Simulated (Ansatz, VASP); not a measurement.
Two plane-wave programs on Sr

```xyz
1
Lattice="0.0000 3.0423 2.7990 3.0423 0.0000 2.7990 3.0423 3.0423 0.0000" Properties=species:S:1:pos:R:3 pbc="T T T"
Sr    0.0000    0.0000    0.0000
```

Change from the starting cell: strain +0.000 along x and y, -0.080 along z, atoms carried along.

Alike in both runs: task single point; functional PBE; k mesh 14 × 14 × 14; occupations gaussian, width 0.15 eV; no spin polarisation.

|  | VASP | Ansatz |
| --- | --- | --- |
| version | VASP 6.6.1 | Ansatz 0.2.0 |
| potentials or method | VASP PAW PBE potentials, release 64 (Sr_sv), cutoff 520 eV | scalar-relativistic, plane waves, PAW |
| valence electrons in the cell | 10 | 10 |

|  | VASP | Ansatz | Ansatz less VASP |
| --- | --- | --- | --- |
| gap on the k mesh at the Fermi level (eV) | none | none | - |
| pressure (GPa) | 0.7 | 0.7 | -0.01 |
| traceless stress, the component that is largest in VASP (GPa) | 0.14 | 0.14 | +0.002 |

A gap of «none» marks a metal or a gap that the smearing closes.
